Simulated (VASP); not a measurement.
Write the native input for VASP 6.6.1 that does the following.

* Task: single point
* Functional: LDA
* Potentials or basis: VASP PAW LDA potentials, release 64 (Co)
* Cutoff: 520 eV
* k mesh: 24 × 24 × 13
* Occupations: fermi-dirac, width 0.05 eV
* Spin: collinear spin, ferromagnetic start
* Starting moments: [-1.558, -1.558] μB
* Dipole correction: no
* Further INCAR settings: ALGO = Normal; EDIFF = 1e-06; NBANDS = 20

The structure of Co lies in POSCAR:

```
Co
1.0
    2.5208326475      0.0000000000      0.0000000000
   -1.2604163237      2.1831051115      0.0000000000
    0.0000000000      0.0000000000      4.0740812787
Co
2
Direct
    0.3333333333      0.6666666667      0.2500000000
    0.6666666667      0.3333333333      0.7500000000
```

The input as run:

INCAR

```
SYSTEM = Co
PREC = Accurate ; ENCUT = 520
EDIFF = 1E-6 ; ISMEAR = -1
SIGMA = 0.05 ; LREAL = .False.
LASPH = .True. ; NELM = 150
ALGO = Normal ; ISIF = 2
LWAVE = .False. ; LCHARG = .False.
ISPIN = 2 ; MAGMOM = -1.558 -1.558
LORBIT = 11 ; LMAXMIX = 4
NBANDS = 20
```

KPOINTS

```
Automatic mesh
0
Gamma
  24 24 13
  0 0 0
```

Potentials or basis: VASP PAW LDA potentials, release 64 (Co).

The run is started by

```sh
$ cat potpaw_LDA.64/Co/POTCAR > POTCAR
$ mpirun -np 1 vasp_std > vasp.out
```

It gave:

```
Pressure                                              : -24.1 GPa
Net moment                                            : -3.15 μB per cell
Site moments                                          : Co -1.58 μB
Valence electrons inside the program's atomic spheres : Co 8.22
```

Caveat: the cell stands under tension.

It took 12 min on 1 thread of AMD EPYC 7R13, with other jobs on the host, peak memory 0.31 GiB.
